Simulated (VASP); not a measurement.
# HC18F in VASP: single point with PBE

Aim: the single point of HC18F with PBE.

All numbers are computed with VASP 6.6.1; they aren't measurements. Logs are shortened: lines on timing, memory, paths and dates and some standing lists are left out, and cuts for length are marked.

**1. The cell of the first run**

The cell holds a slab with vacuum, 20 atoms: a = 7.398 Å, b = 7.398 Å, c = 13.000 Å, α = 90.00°, β = 90.00°, γ = 120.00°.

**2. Single point, PBE**

The input, INCAR:

```
ALGO     = Normal         # electronic algorithm
EDIFF    = 1E-6           # SCF threshold, eV
ENCUT    = 520            # plane-wave cutoff, eV
GGA      = PE             # functional
ISIF     = 2              # what is computed and relaxed
ISMEAR   = 0              # smearing method
LASPH    = True           # aspherical terms in the spheres
LCHARG   = False          # write CHGCAR
LREAL    = Auto         
LWAVE    = False          # write WAVECAR
NBANDS   = 56             # bands
NELM     = 80             # most SCF steps
PREC     = Accurate       # precision mode
SIGMA    = 0.02           # smearing width, eV
```

The input, KPOINTS:

```
k-points
0
Gamma
  2 2 1
```

The input, POSCAR:

```
HC18F
1.0
    7.3980000000      0.0000000000      0.0000000000
   -3.6990000000      6.4068560000      0.0000000000
    0.0000000000      0.0000000000     13.0000000000
C F H
18 1 1
Direct
   -0.0121549880     -0.0046580222      0.0708315841
    0.2110929040      0.1054999467      0.0708416354
   -0.0120759200      0.3285282680      0.0713320140
    0.2113553704      0.4389116555      0.0709247019
   -0.0120556523      0.6623592736      0.0710163585
    0.2111371396      0.7722544848      0.0707577834
    0.3211058367     -0.0046482487      0.0707573509
    0.5443250275      0.1054202306      0.0707679131
    0.3211532838      0.3286290065      0.0708291422
    0.5443385765      0.4388616959      0.0708781902
    0.3211897422      0.6620748078      0.0707370156
    0.5444162489      0.7721808604      0.0707627140
    0.6544208794     -0.0047117607      0.0707512413
    0.8776398881      0.1052220662      0.0709355389
    0.6541163670      0.3285499451      0.0710191555
    0.8776611170      0.4389263656      0.0715028752
    0.6544277680      0.6620274902      0.0708864808
    0.8777117071      0.7722169450      0.0708796779
    0.9160900434      0.3970019971      0.3201712550
    0.9166552606      0.3988359925      0.2480331722
```

Potentials or basis: VASP PAW PBE potentials, release 64 (C, F, H).

Launch:

```bash
$ cat potpaw_PBE.64/C/POTCAR potpaw_PBE.64/F/POTCAR potpaw_PBE.64/H/POTCAR > POTCAR
$ mpirun -np 1 vasp_std > vasp.out
```

OUTCAR:

```text
EDIFF = 1E-6
   ENCUT = 520
   GGA = PE
   ISIF = 2
   ISMEAR = 0
   LASPH = True
   LREAL = Auto
   NELM = 80
   PREC = Accurate

 ion  position               nearest neighbor table
   1  0.988  0.995  0.071-  14 1.41  18 1.43   2 1.43
   2  0.211  0.105  0.071-   7 1.41   9 1.43   1 1.43
   3  0.988  0.329  0.071-  16 1.41  14 1.43   4 1.43
   4  0.211  0.439  0.071-   9 1.41  11 1.43   3 1.43
   5  0.988  0.662  0.071-  18 1.41   6 1.43  16 1.43
   6  0.211  0.772  0.071-  11 1.41   7 1.43   5 1.43
[... 10 lines left out ...]
  17  0.654  0.662  0.071-  12 1.41  10 1.43  18 1.43
  18  0.878  0.772  0.071-   5 1.41   1 1.43  17 1.43
  19  0.916  0.397  0.320-  20 0.94
  20  0.917  0.399  0.248-  19 0.94

  LATTYP: Found a hexagonal cell.
 ALAT       =     7.3980000000
 C/A-ratio  =     1.7572316842

  Lattice vectors:

 A1 = (   7.3980000000,   0.0000000000,   0.0000000000)
 A2 = (  -3.6990000000,   6.4068560000,   0.0000000000)
 A3 = (   0.0000000000,   0.0000000000,  13.0000000000)

Analysis of symmetry for initial positions (statically):
=====================================================================
 Subroutine PRICEL returns:
 Original cell was already a primitive cell.

 Routine SETGRP: Setting up the symmetry group for a
 hexagonal supercell.

 Subroutine GETGRP returns: Found  1 space group operations
 (whereof  1 operations were pure point group operations)
 out of a pool of 24 trial point group operations.

The static configuration has the point symmetry C_1 .

Analysis of symmetry for dynamics (positions and initial velocities):
=====================================================================
 Subroutine PRICEL returns:
 Original cell was already a primitive cell.

 Routine SETGRP: Setting up the symmetry group for a
 hexagonal supercell.

 Subroutine GETGRP returns: Found  1 space group operations
 (whereof  1 operations were pure point group operations)
 out of a pool of 24 trial point group operations.

The dynamic configuration has the point symmetry C_1 .

 Subroutine INISYM returns: Found  1 space group operations
 (whereof  1 operations are pure point group operations),
 and found     1 'primitive' translations

----------------------------------------------------------------------------------------

                                     Primitive cell

  volume of cell :     616.1730

  direct lattice vectors                    reciprocal lattice vectors
     7.398000000  0.000000000  0.000000000     0.135171668  0.078041398  0.000000000
    -3.699000000  6.406856000  0.000000000     0.000000000  0.156082796  0.000000000
     0.000000000  0.000000000 13.000000000     0.000000000  0.000000000  0.076923077

  length of vectors
     7.398000000  7.398000054 13.000000000     0.156082797  0.156082796  0.076923077

  position of ions in fractional coordinates (direct lattice)
     0.987845012  0.995341978  0.070831584
     0.211092904  0.105499947  0.070841635
     0.987924080  0.328528268  0.071332014
     0.211355370  0.438911656  0.070924702
     0.987944348  0.662359274  0.071016359
     0.211137140  0.772254485  0.070757783
[... 12 lines left out ...]
     0.916090043  0.397001997  0.320171255
     0.916655261  0.398835992  0.248033172

  ion indices of the primitive-cell ions
   primitive index   ion index
                 1           1
                 2           2
                 3           3
                 4           4
                 5           5
                 6           6
[... 12 lines left out ...]
                19          19
                20          20

----------------------------------------------------------------------------------------

 KPOINTS: k-points

Automatic generation of k-mesh.
 Grid dimensions read from file:
 generate k-points for:    2    2    1

 Generating k-lattice:

  Cartesian coordinates                     Fractional coordinates (reciprocal lattice)
     0.067585834  0.039020699  0.000000000     0.500000000 -0.000000000  0.000000000
     0.000000000  0.078041398  0.000000000     0.000000000  0.500000000  0.000000000
     0.000000000  0.000000000  0.076923077     0.000000000  0.000000000  1.000000000

  Length of vectors
     0.078041399  0.078041398  0.076923077

  Shift w.r.t. Gamma in fractional coordinates (k-lattice)
     0.000000000  0.000000000  0.000000000

 Subroutine IBZKPT returns following result:
 ===========================================

 Found      4 irreducible k-points:

 Following reciprocal coordinates:
            Coordinates               Weight
  0.000000  0.000000  0.000000      1.000000
  0.500000  0.000000  0.000000      1.000000
  0.000000  0.500000  0.000000      1.000000
  0.500000  0.500000  0.000000      1.000000
   k-points           NKPTS =      4   k-points in BZ     NKDIM =      4   number of bands    NBANDS=     56
   number of dos      NEDOS =    301   number of ions     NIONS =     20
   total plane-waves  NPLWV = 307328
   dimension x,y,z NGX =    56 NGY =   56 NGZ =   98
   dimension x,y,z NGXF=   112 NGYF=  112 NGZF=  196
   ions per type =              18   1   1
   NGX,Y,Z   is equivalent  to a cutoff of  12.58, 12.58, 12.53 a.u.
   NGXF,Y,Z  is equivalent  to a cutoff of  25.17, 25.17, 25.06 a.u.
 SYSTEM =  unknown system
   PREC   = accura    normal or accurate (medium, high low for compatibility)
   ISTART =      0    job   : 0-new  1-cont  2-samecut
   ICHARG =      2    charge: 1-file 2-atom 10-const
   ISPIN  =      1    spin polarized calculation?
   LNONCOLLINEAR =      F non collinear calculations
   LSORBIT =      F    spin-orbit coupling
   LASPH  =      T    aspherical Exc in radial PAW
   ENCUT  =  520.0 eV  38.22 Ry    6.18 a.u.  13.76 13.76 24.17*2*pi/ulx,y,z
   NELM   =     80;   NELMIN=  2; NELMDL= -5     # of ELM steps
   EDIFF  = 0.1E-05   stopping-criterion for ELM
   LREAL  =      T    real-space projection
   EDIFFG = 0.1E-04   stopping-criterion for IOM
   NSW    =      0    number of steps for IOM
   IBRION =     -1    ionic relax: 0-MD 1-quasi-New 2-CG
   NFREE  =      0    steps in history (QN), initial steepest desc. (CG)
   ISIF   =      2    stress and relaxation
   ISYM   =      2    0-nonsym 1-usesym 2-fastsym
   POTIM  = 0.5000    time-step for ionic-motion
   TEBEG  =    0.0;   TEEND  =   0.0 temperature during run
   PSTRESS=    0.0 pullay stress
   NELECT =      80.0000    total number of electrons
   NUPDOWN=      -1.0000    fix difference up-down
   EMIN   =  10.00;   EMAX   =-10.00  energy-range for DOS
   EFERMI =   0.00;   METHOD = LEGACY
   ISMEAR =     0;   SIGMA  =   0.02  broadening in eV -4-tet -1-fermi 0-gaus
   EFERMI_NEDOS =   21; number of points for ismear=-14 and -15
   IALGO  =     38    algorithm
   IMIX   =      4    mixing-type and parameters
     AMIX     =   0.40;   BMIX     =  1.00
     AMIX_MAG =   1.60;   BMIX_MAG =  1.00
  volume/ion in A,a.u.               =      30.81       207.91
  Fermi-wavevector in a.u.,A,eV,Ry     =   0.828967  1.566521  9.349739  0.687186
  Thomas-Fermi vector in A             =   1.941434
   LORBIT       =      0    0 simple, 1 ext, 2 COOP (PROOUT), +10 PAW based schemes
   GGA     = PE    functional components
   LHFCALC =     F    Hartree Fock is set to
   AEXX    =    0.0000 exact exchange contribution
   IVDW    =     0    specifies the selected vdW correction
   LEPSILON=     F    determine dielectric tensor
   LRPA    =     F    only Hartree local field effects (RPA)
 non-spin polarized calculation
 Gauss-broadening in eV      SIGMA  =   0.02
  energy-cutoff  :      520.00
  volume of cell :      616.17
 maximum number of plane-waves:     16651
 NGX is ok and might be reduce to    56
   NGX = 27   NGY = 27   NGZ = 49

 number of electron      80.0000000 magnetization

 Free energy of the ion-electron system (eV)
  ---------------------------------------------------
  ext. energy  EPLUGINS =         0.00000000
  ---------------------------------------------------
  free energy    TOTEN  =      -173.55171687 eV

  energy without entropy =     -173.55171678  energy(sigma->0) =     -173.55171683

 E-fermi :  -2.2620     XC(G=0):  -3.6594

 val. band max:       -2.3285103544   @ k =   0.0000   0.0000   0.0000
 cond. band min:      -2.1954820030   @ k =   0.0000   0.0000   0.0000
 fundamental gap:      0.1330283514
 Fermi energy:        -2.2619962753

 k-point     1 :       0.0000    0.0000    0.0000
  band No.  band energies     occupation
      1     -27.2351      2.00000
      2     -21.7879      2.00000
      3     -19.2463      2.00000
      4     -19.2148      2.00000
      5     -19.2025      2.00000
      6     -19.1906      2.00000
[... 44 lines left out ...]
     51       3.1656      0.00000
     52       3.9648      0.00000

 k-point     2 :       0.5000    0.0000    0.0000
  band No.  band energies     occupation
      1     -27.2350      2.00000
      2     -21.1490      2.00000
      3     -21.1171      2.00000
      4     -19.8468      2.00000
      5     -19.8381      2.00000
      6     -17.3703      2.00000
[... 44 lines left out ...]
     51       3.8817      0.00000
     52       4.0279      0.00000

 k-point     3 :       0.0000    0.5000    0.0000
  band No.  band energies     occupation
      1     -27.2350      2.00000
      2     -21.1489      2.00000
      3     -21.1173      2.00000
      4     -19.8471      2.00000
      5     -19.8374      2.00000
      6     -17.3710      2.00000
[... 44 lines left out ...]
     51       3.8817      0.00000
     52       4.0279      0.00000

 k-point     4 :       0.5000    0.5000    0.0000
  band No.  band energies     occupation
      1     -27.2350      2.00000
      2     -21.1486      2.00000
      3     -21.1208      2.00000
      4     -19.8430      2.00000
      5     -19.8328      2.00000
      6     -17.3710      2.00000
[... 44 lines left out ...]
     51       3.8817      0.00000
     52       4.0295      0.00000
 [bands above 52 left out]

------------------------ aborting loop because EDIFF is reached ----------------------------------------

  FORCE on cell =-STRESS in cart. coord.  units (eV):
  Direction    XX          YY          ZZ          XY          YZ          ZX
  --------------------------------------------------------------------------------------
  -------------------------------------------------------------------------------------
  Total       -0.7114939      3.7394783      0.0732904      4.1234911     -0.0010652     -0.0019287
  in kB       -1.8500314      9.7234180      0.1905701     10.7219309     -0.0027697     -0.0050150
  external PRESSURE =       2.6879856 kB  Pullay stress =       0.0000000 kB

 VOLUME and BASIS-vectors are now :
 -----------------------------------------------------------------------------
  energy-cutoff  :      520.00
  volume of cell :      616.17
      direct lattice vectors                 reciprocal lattice vectors
     7.398000000  0.000000000  0.000000000     0.135171668  0.078041398  0.000000000
    -3.699000000  6.406856000  0.000000000     0.000000000  0.156082796  0.000000000
     0.000000000  0.000000000 13.000000000     0.000000000  0.000000000  0.076923077

 POSITION                                       TOTAL-FORCE (eV/Angst)
 -----------------------------------------------------------------------------------
      3.62631      6.37701      0.92081         0.007614     -0.003109      0.003637
      1.17142      0.67592      0.92094        -0.009767     -0.002756     -0.000782
      6.09344      2.10483      0.92732        -0.004688      0.003904      0.002176
     -0.05993      2.81204      0.92202        -0.001452      0.006103      0.001690
      4.85875      4.24364      0.92321        -0.008478     -0.004796      0.001764
     -1.29458      4.94772      0.91985         0.004920     -0.002388      0.001870
[... 12 lines left out ...]
      5.30872      2.54353      4.16223        -0.001628     -0.004261      0.288732
      5.30612      2.55528      3.22443        -0.003584      0.004371     -0.294530
 -----------------------------------------------------------------------------------
    total drift:                                0.029261     -0.012344     -0.007153

  FREE ENERGIE OF THE ION-ELECTRON SYSTEM (eV)
  ---------------------------------------------------
  free  energy   TOTEN  =      -173.5517168701 eV

  energy  without entropy=     -173.5517167814  energy(sigma->0) =     -173.55171683
```

It took 4 min on 1 thread of Intel Xeon Platinum 8259CL at 2.50GHz (Skylake/Cascade Lake), shared host; peak memory 0.64 GiB.

Results:

| Quantity | Value |
| --- | --- |
| Free energy | -173.5517 eV |
| Largest force | 0.295 eV/Å |
| Band gap on the k mesh | 0.13 eV |

Forces in eV/Å, atoms in the order of the input:
```
C    0.008 -0.003  0.004
C   -0.010 -0.003 -0.001
C   -0.005  0.004  0.002
C   -0.001  0.006  0.002
C   -0.008 -0.005  0.002
C    0.005 -0.002  0.002
C    0.002  0.006 -0.001
C    0.002  0.006 -0.005
C   -0.003 -0.003 -0.002
C    0.006 -0.002 -0.003
C    0.009 -0.008  0.000
C   -0.007  0.000  0.001
C   -0.008 -0.002  0.001
C    0.009 -0.004  0.002
C    0.006 -0.002 -0.001
C   -0.006  0.002  0.005
C    0.004  0.002 -0.003
C    0.002  0.009  0.001
F   -0.002 -0.004  0.289
H   -0.004  0.004 -0.295
```

Levels at points of the mesh, in eV from the valence-band top:
```
           k point  band 37  band 38  band 39  band 40  band 41  band 42  band 43  band 44
(0.00, 0.00, 0.00)    -3.16    -2.80    -0.05     0.00     0.13     0.16     3.43     4.55
(0.50, 0.00, 0.00)    -2.60    -2.56    -2.53    -2.34     1.82     2.45     2.51     2.63
(0.00, 0.50, 0.00)    -2.60    -2.55    -2.53    -2.33     1.81     2.45     2.51     2.64
(0.50, 0.50, 0.00)    -2.59    -2.59    -2.57    -2.20     1.58     2.56     2.59     2.59
```

Caveat: the k points lie up to 0.49 Å⁻¹ apart.
